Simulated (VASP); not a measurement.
BeTe: single point with PBE

BeTe:

```xyz
2
Lattice="0.0000 2.7700 2.7700 2.7700 0.0000 2.7700 2.7700 2.7700 0.0000" Properties=species:S:1:pos:R:3 pbc="T T T"
Te    4.1550    4.1550    4.1550
Be    0.0000    0.0000    0.0000
```

```json
{
 "Program": "VASP 6.6.1",
 "Task": "single point",
 "Functional": "PBE",
 "Potentials or basis": "VASP PAW PBE potentials, release 64 (Te, Be)",
 "Cutoff": "600 eV",
 "k mesh": "4 × 4 × 4",
 "Occupations": "gaussian, width 0.01 eV",
 "Spin": "no spin polarisation"
}
```

```
Pressure               : 5.0 GPa
Band gap on the k mesh : 1.84 eV, indirect (least direct gap 3.55 eV)
```

Levels at points of the mesh, in eV from the valence-band top:
```tsv
k point	band 2	band 3	band 4	band 5	band 6	band 7
(0.00, 0.00, 0.00)	0.00	0.00	0.00	3.55	3.55	3.55
(0.50, 0.00, 0.00)	-5.87	-1.22	-1.22	3.20	4.55	4.55
(0.50, 0.50, 0.00)	-5.39	-2.84	-2.84	1.84	2.58	10.01
```

It took 8.3 s on 1 thread of Intel Xeon 8259CL (shared host), peak memory 0.17 GiB.

Caveat: the k points lie up to 0.49 Å⁻¹ apart; spin-orbit coupling is left out, which moves the levels of the heavy elements. A k mesh can miss the band edges.
